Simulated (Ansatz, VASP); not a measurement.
**Pd in VASP and in Ansatz**

```
Pd
1.0
     0.00000    1.88139    1.88139
     1.88139    0.00000    1.88139
     1.88139    1.88139    0.00000
Pd
1
Direct
  0.00000 0.00000 0.00000
```

Change from the starting cell: volume scaled by 0.94, PAW files.

Alike in both runs: task single point; functional LDA; k mesh 19 × 19 × 19; occupations fermi-dirac, width 0.08 eV; no spin polarisation.

|  | VASP | Ansatz |
| --- | --- | --- |
| version | VASP 6.6.1 | Ansatz 0.2.0 |
| potentials or method | VASP PAW LDA potentials, release 64 (Pd) | PAW with Ansatz's default frozen-core files, scalar-relativistic |
| plane-wave cutoff (eV) | 500 | 420 |
| valence electrons in the cell | 10 | 18 |

|  | VASP | Ansatz | Ansatz less VASP |
| --- | --- | --- | --- |
| pressure (GPa) | 16.9 | 16.5 | -0.40 |

LDA's correlation is that of Perdew and Zunger in VASP and of Perdew and Wang (1992) in Ansatz. VASP's potentials hold 10 valence electrons a cell and Ansatz's 18, so a difference there can come from the potentials and not from the codes.
